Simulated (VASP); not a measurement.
Write the native input for VASP 6.6.1 that does the following.

| Quantity | Value |
| --- | --- |
| Task | single point |
| Functional | PBE |
| Potentials or basis | VASP PAW PBE potentials, release 64 (Ta_pv) |
| Cutoff | 520 eV |
| k mesh | 20 × 20 × 20 |
| Occupations | gaussian, width 0.15 eV |
| Spin | no spin polarisation |
| Dipole correction | no |
| Further INCAR settings | ALGO = Fast; EDIFF = 1e-06; NBANDS = 12 |

The structure of Ta lies in POSCAR:

```
Ta
1.0
   -1.6677928000      1.6347672000      1.6512800000
    1.6677928000     -1.6347672000      1.6512800000
    1.6677928000      1.6347672000     -1.6512800000
Ta
1
Direct
    0.0000000000      0.0000000000      0.0000000000
```

This cell differs from its parent crystal: strain +0.0100 x Voigt [1, -1, 0, 0, 0, 0].

These files were run (other wordings do the same):

INCAR

```
SYSTEM = Ta
PREC     = Accurate       ! precision mode
ENCUT    = 520            ! plane-wave cutoff, eV
EDIFF    = 1E-6           ! SCF threshold, eV
ISMEAR   = 0              ! smearing method
SIGMA    = 0.15           ! smearing width, eV
LREAL    = .FALSE.        ! projectors in reciprocal space
LASPH    = .TRUE.         ! aspherical terms in the spheres
NELM     = 60             ! most SCF steps
ALGO     = Fast           ! electronic algorithm
ISIF     = 2              ! what is computed and relaxed
LWAVE    = .FALSE.        ! write WAVECAR
LCHARG   = .FALSE.        ! write CHGCAR
GGA      = PE             ! functional
NBANDS   = 12             ! bands
```

KPOINTS

```
regular mesh
0
G
  20 20 20
  0 0 0
```

Potentials or basis: VASP PAW PBE potentials, release 64 (Ta_pv).

Command:

```bash
$ cat potpaw_PBE.64/Ta_pv/POTCAR > POTCAR
$ mpirun -np 1 vasp_std > vasp.out
```

Results of the run:

```json
{"Pressure": "3.3 GPa", "Band gap on the k mesh": "zero (an odd number of electrons rules out a gap without spin polarisation)"}
```

Caveat: the cell differs from its parent crystal (strain +0.0100 x Voigt [1, -1, 0, 0, 0, 0]); the cell stands under pressure; spin-orbit coupling is left out, which moves the levels of the heavy elements.

Run time: 4 min on 1 thread of Intel Xeon 8259CL, with other jobs on the host, peak memory 0.35 GiB.
